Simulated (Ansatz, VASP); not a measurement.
## One calculation of Rh, two programs

```xyz
1
Lattice="0.0000 1.9276 1.8505 1.9276 0.0000 1.8505 1.9276 1.9276 0.0000" Properties=species:S:1:pos:R:3 pbc="T T T"
Rh    0.0000    0.0000    0.0000
```

Alike in both runs: task single point; functional LDA; k mesh 24 × 24 × 24; occupations gaussian, width 0.15 eV; no spin polarisation.

|  | VASP | Ansatz |
| --- | --- | --- |
| version | VASP 6.6.1 | Ansatz 0.2.0 |
| potentials or method | VASP PAW LDA potentials, release 64 (Rh_pv), cutoff 520 eV | scalar-relativistic, plane waves, PAW |
| valence electrons in the cell | 15 | 17 |

VASP gave:

```
gap on the k mesh at the Fermi level (eV)                     : none
pressure (GPa)                                                : -10.1
traceless stress, the component that is largest in VASP (GPa) : 6.48
```

Problem. Which values does Ansatz return?

Solution. gap on the k mesh at the Fermi level (eV): none; pressure (GPa): -11.0; traceless stress, the component that is largest in VASP (GPa): 6.50.

LDA's correlation is that of Perdew and Zunger in VASP and of Perdew and Wang (1992) in Ansatz. A gap of «none» marks a metal or a gap that the smearing closes. VASP's potentials hold 15 valence electrons a cell and Ansatz's 17, so a difference there can come from the potentials and not from the codes.
